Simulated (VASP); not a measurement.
# Zn (P6_3/mmc) in VASP: a series of runs

Zn is run at these levels: r2SCAN; tasks: relaxation of shape and atoms at fixed volume.

Everything below comes from runs of VASP 6.6.1. Logs are shortened: lines on timing, memory, paths and dates and some standing lists are left out, and cuts for length are marked.

## Step 1: The cell of the first run

Symmetry: P6_3/mmc, No. 194, hexagonal system. The conventional cell has a = 2.630 Å, b = 2.630 Å, c = 5.150 Å, α = 90.00°, β = 90.00°, γ = 120.00°. Zn (site symmetry -6m2) has 12 Zn at 2.63 to 2.99 Å within 3.5 Å.

## Step 2: Relaxation of shape and atoms at fixed volume, r2SCAN (15.43 Å³/atom)

The input, POSCAR:

```
Zn
1.0
    2.6304499411      0.0000000000      0.0000000000
   -1.3152249706      2.2780364724      0.0000000000
    0.0000000000      0.0000000000      5.1496696873
Zn
2
Direct
    0.3333333333      0.6666666667      0.2500000000
    0.6666666667      0.3333333333      0.7500000000
```

The input, INCAR.step1:

```
ALGO     = Normal         # electronic algorithm
EDIFF    = 1E-4           # SCF threshold, eV
ENCUT    = 600            # plane-wave cutoff, eV
GGA      = PE             # functional
ISMEAR   = 0              # smearing method
LASPH    = T              # aspherical terms in the spheres
LCHARG   = F              # write CHGCAR
LREAL    = F              # projectors in reciprocal space
LWAVE    = T              # write WAVECAR
NELM     = 60             # most SCF steps
PREC     = Accurate       # precision mode
SIGMA    = 0.1            # smearing width, eV
```

The input, INCAR.step2:

```
ALGO     = Normal         # electronic algorithm
EDIFF    = 1E-6           # SCF threshold, eV
EDIFFG   = -0.01          # ionic threshold
ENCUT    = 600            # plane-wave cutoff, eV
IBRION   = 2              # ionic algorithm
ISIF     = 4              # what is computed and relaxed
ISMEAR   = 0              # smearing method
ISTART   = 1            
LASPH    = T              # aspherical terms in the spheres
LCHARG   = F              # write CHGCAR
LMIXTAU  = T            
LREAL    = F              # projectors in reciprocal space
LWAVE    = F              # write WAVECAR
METAGGA  = R2SCAN         # meta-GGA
NELM     = 60             # most SCF steps
NSW      = 50             # ionic steps
PREC     = Accurate       # precision mode
SIGMA    = 0.1            # smearing width, eV
```

The input, KPOINTS:

```
k-points
0
Gamma
  18 18 8
```

Potentials or basis: VASP PAW PBE potentials, release 64 (Zn).

Run with:

```
$ cat potpaw_PBE.64/Zn/POTCAR > POTCAR
$ cp INCAR.step1 INCAR
$ mpirun -np 1 vasp_std > vasp.out
$ cp INCAR.step2 INCAR
$ mpirun -np 1 vasp_std > vasp.out
```

OUTCAR:

```text
EDIFF = 1E-6
   EDIFFG = -0.01
   ENCUT = 600
   IBRION = 2
   ISIF = 4
   ISMEAR = 0
   ISTART = 1
   LASPH = T
   LREAL = F
   METAGGA = R2SCAN
   NELM = 60
   NSW = 50
   PREC = Accurate

 ion  position               nearest neighbor table
   1  0.333  0.667  0.250-   2 2.99   2 2.99   2 2.99   2 2.99   2 2.99   2 2.99
   2  0.667  0.333  0.750-   1 2.99   1 2.99   1 2.99   1 2.99   1 2.99   1 2.99

  LATTYP: Found a hexagonal cell.
 ALAT       =     2.6304499411
 C/A-ratio  =     1.9577143845

  Lattice vectors:

 A1 = (   2.6304499411,   0.0000000000,   0.0000000000)
 A2 = (  -1.3152249706,   2.2780364724,   0.0000000000)
 A3 = (   0.0000000000,   0.0000000000,   5.1496696873)

Analysis of symmetry for initial positions (statically):
=====================================================================
 Subroutine PRICEL returns:
 Original cell was already a primitive cell.

 Routine SETGRP: Setting up the symmetry group for a
 hexagonal supercell.

 Subroutine GETGRP returns: Found 24 space group operations
 (whereof 12 operations were pure point group operations)
 out of a pool of 24 trial point group operations.

The static configuration has the point symmetry D_3d.
 The point group associated with its full space group is D_6h.

Analysis of symmetry for dynamics (positions and initial velocities):
=====================================================================
 Subroutine PRICEL returns:
 Original cell was already a primitive cell.

 Routine SETGRP: Setting up the symmetry group for a
 hexagonal supercell.

 Subroutine GETGRP returns: Found 24 space group operations
 (whereof 12 operations were pure point group operations)
 out of a pool of 24 trial point group operations.

The dynamic configuration has the point symmetry D_3d.
 The point group associated with its full space group is D_6h.

 Subroutine INISYM returns: Found 24 space group operations
 (whereof 12 operations are pure point group operations),
 and found     1 'primitive' translations

----------------------------------------------------------------------------------------

                                     Primitive cell

  volume of cell :      30.8582

  direct lattice vectors                    reciprocal lattice vectors
     2.630449941  0.000000000  0.000000000     0.380163098  0.219487267  0.000000000
    -1.315224971  2.278036472  0.000000000     0.000000000  0.438974534  0.000000000
     0.000000000  0.000000000  5.149669687     0.000000000  0.000000000  0.194187212

  length of vectors
     2.630449941  2.630449941  5.149669687     0.438974534  0.438974534  0.194187212

  position of ions in fractional coordinates (direct lattice)
     0.333333333  0.666666667  0.250000000
     0.666666667  0.333333333  0.750000000

  ion indices of the primitive-cell ions
   primitive index   ion index
                 1           1
                 2           2

----------------------------------------------------------------------------------------

 KPOINTS: k-points

Automatic generation of k-mesh.
 Grid dimensions read from file:
 generate k-points for:   18   18    8

 Generating k-lattice:

  Cartesian coordinates                     Fractional coordinates (reciprocal lattice)
     0.021120172  0.012193737  0.000000000     0.055555556  0.000000000  0.000000000
     0.000000000  0.024387474  0.000000000     0.000000000  0.055555556  0.000000000
     0.000000000  0.000000000  0.024273402     0.000000000  0.000000000  0.125000000

  Length of vectors
     0.024387474  0.024387474  0.024273402

  Shift w.r.t. Gamma in fractional coordinates (k-lattice)
     0.000000000  0.000000000  0.000000000

 Subroutine IBZKPT returns following result:
 ===========================================

 Found    185 irreducible k-points:

 Following reciprocal coordinates:
            Coordinates               Weight
  0.000000  0.000000  0.000000      1.000000
  0.055556 -0.000000  0.000000      6.000000
  0.111111 -0.000000  0.000000      6.000000
  0.166667 -0.000000  0.000000      6.000000
  0.222222 -0.000000  0.000000      6.000000
  0.277778  0.000000  0.000000      6.000000
[... 16 lines left out ...]
  0.333333  0.111111  0.000000     12.000000
  0.388889  0.111111  0.000000     12.000000
 [... further k-points ...]
   k-points           NKPTS =    185   k-points in BZ     NKDIM =    185   number of bands    NBANDS=     16
   number of dos      NEDOS =    301   number of ions     NIONS =      2
   total plane-waves  NPLWV =  24192
   dimension x,y,z NGX =    24 NGY =   24 NGZ =   42
   dimension x,y,z NGXF=    48 NGYF=   48 NGZF=   84
   ions per type =               2
   NGX,Y,Z   is equivalent  to a cutoff of  15.17, 15.17, 13.56 a.u.
   NGXF,Y,Z  is equivalent  to a cutoff of  30.34, 30.34, 27.12 a.u.
 SYSTEM =  unknown system
   PREC   = accura    normal or accurate (medium, high low for compatibility)
   ISTART =      1    job   : 0-new  1-cont  2-samecut
   ICHARG =      0    charge: 1-file 2-atom 10-const
   ISPIN  =      1    spin polarized calculation?
   LNONCOLLINEAR =      F non collinear calculations
   LSORBIT =      F    spin-orbit coupling
   LASPH  =      T    aspherical Exc in radial PAW
   ENCUT  =  600.0 eV  44.10 Ry    6.64 a.u.   5.25  5.25 10.29*2*pi/ulx,y,z
   NELM   =     60;   NELMIN=  2; NELMDL=  0     # of ELM steps
   EDIFF  = 0.1E-05   stopping-criterion for ELM
   LREAL  =      F    real-space projection
   EDIFFG = -.1E-01   stopping-criterion for IOM
   NSW    =     50    number of steps for IOM
   IBRION =      2    ionic relax: 0-MD 1-quasi-New 2-CG
   NFREE  =      1    steps in history (QN), initial steepest desc. (CG)
   ISIF   =      4    stress and relaxation
   ISYM   =      2    0-nonsym 1-usesym 2-fastsym
   POTIM  = 0.5000    time-step for ionic-motion
   TEBEG  =    0.0;   TEEND  =   0.0 temperature during run
   PSTRESS=    0.0 pullay stress
   NELECT =      24.0000    total number of electrons
   NUPDOWN=      -1.0000    fix difference up-down
   EMIN   =  10.00;   EMAX   =-10.00  energy-range for DOS
   EFERMI =   0.00;   METHOD = LEGACY
   ISMEAR =     0;   SIGMA  =   0.10  broadening in eV -4-tet -1-fermi 0-gaus
   EFERMI_NEDOS =   21; number of points for ismear=-14 and -15
   IALGO  =     38    algorithm
   IMIX   =      4    mixing-type and parameters
     AMIX     =   0.40;   BMIX     =  1.00
     AMIX_MAG =   1.60;   BMIX_MAG =  1.00
  volume/ion in A,a.u.               =      15.43       104.12
  Fermi-wavevector in a.u.,A,eV,Ry     =   1.505527  2.845034 30.839122  2.266612
  Thomas-Fermi vector in A             =   2.616364
   LORBIT       =      0    0 simple, 1 ext, 2 COOP (PROOUT), +10 PAW based schemes
   METAGGA = R2SCAN    functional components
   LHFCALC =     F    Hartree Fock is set to
   AEXX    =    0.0000 exact exchange contribution
   IVDW    =     0    specifies the selected vdW correction
   LEPSILON=     F    determine dielectric tensor
   LRPA    =     F    only Hartree local field effects (RPA)
 conjugate gradient relaxation of ions
 non-spin polarized calculation
 Gauss-broadening in eV      SIGMA  =   0.10
  energy-cutoff  :      600.00
  volume of cell :       30.86
 maximum number of plane-waves:      1048
 NGX is ok and might be reduce to    24
   NGX = 11   NGY = 11   NGZ = 21

--------------------------------------- Ionic step        1  -------------------------------------------

 number of electron      24.0000008 magnetization

 Free energy of the ion-electron system (eV)
  ---------------------------------------------------
  ext. energy  EPLUGINS =         0.00000000
  ---------------------------------------------------
  free energy    TOTEN  =       -17.78506410 eV

  energy without entropy =      -17.78370140  energy(sigma->0) =      -17.78438275

------------------------ aborting loop because EDIFF is reached ----------------------------------------

  FORCE on cell =-STRESS in cart. coord.  units (eV):
  Direction    XX          YY          ZZ          XY          YZ          ZX
  --------------------------------------------------------------------------------------
  -------------------------------------------------------------------------------------
  Total       -0.8117261     -0.8117261     -0.6128754      0.0000000      0.0000000      0.0000000
  in kB      -42.1453837    -42.1453837    -31.8209166      0.0000000      0.0000000      0.0000000
  external PRESSURE =     -38.7038947 kB  Pullay stress =       0.0000000 kB
[... 93 lines left out ...]
  energy  without entropy=      -17.7842192224  energy(sigma->0) =      -17.78499530

--------------------------------------- Ionic step        4  -------------------------------------------

 number of electron      24.0000024 magnetization

 Free energy of the ion-electron system (eV)
  ---------------------------------------------------
  ext. energy  EPLUGINS =         0.00000000
  ---------------------------------------------------
  free energy    TOTEN  =       -17.78591328 eV

  energy without entropy =      -17.78421222  energy(sigma->0) =      -17.78506275

 E-fermi :   2.7289     XC(G=0): -12.4966

 val. band max:        2.6980474556   @ k =   0.2778   0.0556   0.0000
 cond. band min:       2.7462289435   @ k =   0.1111  -0.0000   0.2500
 fundamental gap:      0.0481814879
 Fermi energy:         2.7289010672

 k-point     1 :       0.0000    0.0000    0.0000
  band No.  band energies     occupation
      1      -7.8853      2.00000
      2      -6.2043      2.00000
      3      -5.4203      2.00000
      4      -5.1184      2.00000
      5      -5.1182      2.00000
      6      -5.0829      2.00000
[... 8 lines left out ...]
     15      18.8383      0.00000
     16      22.5436      0.00000
[... 420 lines left out ...]
  band No.  band energies     occupation
      1      -5.8017      2.00000
      2      -5.7139      2.00000
      3      -5.5536      2.00000
      4      -5.1684      2.00000
      5      -4.9460      2.00000
      6      -4.9321      2.00000
[... 8 lines left out ...]
     15       8.2974      0.00000
     16      10.0704      0.00000

 [... further k-points ...]

------------------------ aborting loop because EDIFF is reached ----------------------------------------

  FORCE on cell =-STRESS in cart. coord.  units (eV):
  Direction    XX          YY          ZZ          XY          YZ          ZX
  --------------------------------------------------------------------------------------
  -------------------------------------------------------------------------------------
  Total       -0.6636008     -0.6636008     -0.6672611      0.0000000     -0.0000000      0.0000000
  in kB      -34.4546155    -34.4546155    -34.6446587      0.0000000     -0.0000000      0.0000000
  external PRESSURE =     -34.5179632 kB  Pullay stress =       0.0000000 kB
[... 17 lines left out ...]
  FREE ENERGIE OF THE ION-ELECTRON SYSTEM (eV)
  ---------------------------------------------------
  free  energy   TOTEN  =       -17.7859132799 eV

  energy  without entropy=      -17.7842122174  energy(sigma->0) =      -17.78506275

 reached required accuracy - stopping structural energy minimisation
```

Wall time 6.2 min (1 thread of Intel Xeon 6975P-C (Granite Rapids), shared host); peak memory 0.24 GiB.

What came out:

```yaml
Free_energy: -17.7859 eV
Energy_gained_by_relaxing: 0.4 meV/atom
Ionic_steps: 4
Pressure_after_relaxing: -3.5 GPa
Band_gap_on_the_k_mesh: zero (bands 12 and 13 overlap by 5.65 eV)
```

The path:
```tsv
step	energy change (eV)	largest force (eV/Å)	pressure (GPa)	volume (Å³)
1	0.0000	0.0000	-3.87	30.86
2	-0.0005	0.0000	-3.74	30.86
3	-0.0007	0.0000	-3.64	30.86
4	-0.0008	0.0000	-3.45	30.86
```

Final structure:
```cif
data_structure
_symmetry_space_group_name_H-M 'P 1'
_symmetry_Int_Tables_number 1
_cell_length_a 2.6196
_cell_length_b 2.6196
_cell_length_c 5.1924
_cell_angle_alpha 90.000
_cell_angle_beta 90.000
_cell_angle_gamma 120.000
_cell_volume 30.86
loop_
_atom_site_label
_atom_site_type_symbol
_atom_site_fract_x
_atom_site_fract_y
_atom_site_fract_z
_atom_site_occupancy
Zn1 Zn 0.33333 0.66667 0.25000 1
Zn2 Zn 0.66667 0.33333 0.75000 1
```

Levels at points of the mesh, in eV from the Fermi level:
```tsv
k point	band 9	band 10	band 11	band 12	band 13	band 14	band 15	band 16
(0.00, 0.00, 0.00)	-7.40	-7.25	-7.25	-3.79	-3.76	12.16	16.11	19.81
(0.50, 0.00, 0.00)	-7.00	-6.99	-2.58	-1.76	2.51	3.98	4.15	6.05
(0.00, 0.00, 0.50)	-7.32	-7.32	-7.32	-7.32	3.72	3.72	21.04	21.04
(0.50, 0.00, 0.50)	-7.00	-7.00	-1.71	-1.71	0.64	0.64	10.00	10.00
```

Caveat: the PAW data sets were made with another functional, which shifts forces and pressure a little.

## Step 3: Relaxation of shape and atoms at fixed volume, r2SCAN (13.68 Å³/atom)

This run uses another cell than the first one, of 13.68 Å³/atom.

The input, POSCAR:

```
Zn
1.0
    2.5650785579      0.0000000000      0.0000000000
   -1.2825392789      2.2214231939      0.0000000000
    0.0000000000      0.0000000000      4.8024196086
Zn
2
Direct
    0.3333333333      0.6666666667      0.2500000000
    0.6666666667      0.3333333333      0.7500000000
```

The input, INCAR.step1:

```
PREC = Accurate
ENCUT = 600
ISMEAR = 0
SIGMA = 0.1
LREAL = F
LASPH = T
NELM = 60
GGA = PE
ALGO = Normal
EDIFF = 1E-4
LWAVE = T
LCHARG = F
```

The input, INCAR.step2:

```
PREC = Accurate
ENCUT = 600
EDIFF = 1E-7
ISMEAR = 0
SIGMA = 0.1
LREAL = F
LASPH = T
NELM = 60
ALGO = Normal
ISIF = 4
LWAVE = F
LCHARG = F
METAGGA = R2SCAN
LMIXTAU = T
IBRION = 2
NSW = 50
EDIFFG = -0.01
ISTART = 1
```

The input, KPOINTS:

```
Automatic mesh
0
Gamma
  18 18 8
```

Potentials or basis: VASP PAW PBE potentials, release 64 (Zn).

Run with:

```
$ cat potpaw_PBE.64/Zn/POTCAR > POTCAR
$ cp INCAR.step1 INCAR
$ mpirun -np 1 vasp_std > vasp.out
$ cp INCAR.step2 INCAR
$ mpirun -np 1 vasp_std > vasp.out
```

It took 17 min on 1 thread of Intel Xeon 6975P-C (Granite Rapids), shared host; peak memory 0.22 GiB.

The run converged. Its results:

| Item | Value |
| --- | --- |
| Free energy | -17.7796 eV |
| Energy gained by relaxing | 1.4 meV/atom |
| Ionic steps | 5 |
| Pressure after relaxing | 5.3 GPa |
| Band gap on the k mesh | zero (bands 12 and 13 overlap by 4.46 eV) |

The path:
| step | energy change (eV) | largest force (eV/Å) | pressure (GPa) | volume (Å³) |
| --- | --- | --- | --- | --- |
| 1 | 0.0000 | 0.0000 | 5.84 | 27.36 |
| 2 | -0.0015 | 0.0000 | 5.63 | 27.36 |
| 3 | -0.0025 | 0.0000 | 5.10 | 27.36 |
| 4 | -0.0029 | 0.0000 | 5.28 | 27.36 |
| 5 | -0.0029 | 0.0000 | 5.25 | 27.36 |

Final structure:
```
Zn
1.0
     2.58685    0.00000    0.00000
    -1.29343    2.24028    0.00000
     0.00000    0.00000    4.72191
Zn
2
Direct
  0.33333 0.66667 0.25000
  0.66667 0.33333 0.75000
```

Levels at points of the mesh, in eV from the Fermi level:
| k point | band 8 | band 9 | band 10 | band 11 | band 12 | band 13 | band 14 | band 15 | band 16 |
| --- | --- | --- | --- | --- | --- | --- | --- | --- | --- |
| (0.00, 0.00, 0.00) | -7.97 | -7.97 | -7.69 | -7.69 | -4.42 | -2.93 | 15.93 | 19.41 | 19.41 |
| (0.50, 0.00, 0.00) | -7.70 | -7.49 | -7.46 | -3.54 | -2.52 | 3.12 | 3.74 | 5.11 | 6.10 |
| (0.00, 0.00, 0.50) | -8.40 | -7.80 | -7.80 | -7.80 | -7.80 | 5.44 | 5.44 | 21.00 | 21.00 |
| (0.50, 0.00, 0.50) | -7.72 | -7.48 | -7.48 | -2.50 | -2.50 | 0.31 | 0.31 | 11.65 | 11.65 |

Caveat: the PAW data sets were made with another functional, which shifts forces and pressure a little.

The gap in the log of VASP goes by the Fermi energy; the results here count the filled bands.